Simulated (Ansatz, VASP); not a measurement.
**Two plane-wave programs on SiO2**

INCAR

```
PREC = Accurate
ENCUT = 910
EDIFF = 1E-6
ISMEAR = 0
SIGMA = 0.05
LREAL = False
LASPH = True
NELM = 120
ALGO = Normal
ISIF = 2
LWAVE = False
LCHARG = False
GGA = CA
NBANDS = 25
GGA_COMPAT = False
```

The input KPOINTS:

```
Automatic mesh
0
Gamma
  6 6 10
```

POSCAR

```
SiO2
1.0
    4.5072756264      0.0000000000      0.0000000000
    0.0000000000      4.5072756264      0.0000000000
    0.0000000000      0.0000000000      2.4064344569
Si O
2 4
Direct
    0.5000000000      0.5000000000      0.5000000000
    0.0000000000      0.0000000000      0.0000000000
    0.6944252994      0.6944252994      0.0000000000
    0.1944252994      0.8055747006      0.5000000000
    0.3055747006      0.3055747006      0.0000000000
    0.8055747006      0.1944252994      0.5000000000
```

Input for Ansatz:

```yaml
crystal:
  lattice:
    - [4.5072756264, 0.0, 0.0]
    - [0.0, 4.5072756264, 0.0]
    - [0.0, 0.0, 2.4064344569]
  atoms:
    - { symbol: Si, position: [0.5, 0.5, 0.5] }
    - { symbol: Si, position: [0.0, 0.0, 0.0] }
    - { symbol: O, position: [0.6944252994, 0.6944252994, 0.0] }
    - { symbol: O, position: [0.1944252994, 0.8055747006, 0.5] }
    - { symbol: O, position: [0.3055747006, 0.3055747006, 0.0] }
    - { symbol: O, position: [0.8055747006, 0.1944252994, 0.5] }
basis:
  ecutwfc: 520.0
kpoints:
  mp_grid: { grid: [6, 6, 10] }
hamiltonian:
  xc: lda
  pseudopotentials: { kind: paw, azcp: { folder: soft_1 } }
scf:
  occupations: { method: gaussian, width: 0.05 }
output:
  forces: true
  stress: true
  eigenvalues: true
```

Alike in both runs: task single point; functional LDA; k mesh 6 × 6 × 10; occupations gaussian, width 0.05 eV; no spin polarisation.

|  | VASP | Ansatz |
| --- | --- | --- |
| version | VASP 6.6.1 | Ansatz 0.2.0 |
| potentials or method | VASP PAW LDA potentials, release 64 (Si, O_h), cutoff 910 eV | scalar-relativistic, plane waves, PAW |
| valence electrons in the cell | 32 | 32 |

|  | VASP | Ansatz | Ansatz less VASP |
| --- | --- | --- | --- |
| gap on the k mesh at the Fermi level (eV) | 4.77 | 4.77 | +0.001 |
| least direct gap on the mesh (eV) | 4.77 | 4.77 | +0.001 |
| rms of the force components (eV/Å) | 0.886 | 0.912 | +0.0258 |

Ansatz warns that its potentials were made for another functional, while VASP's fit it. LDA's correlation is that of Perdew and Zunger in VASP and of Perdew and Wang (1992) in Ansatz. Atom by atom the forces differ by 0.026 eV/Å (rms over components).

Noted on VASP's run: the cutoff is short for stress, so the pressure is rough.
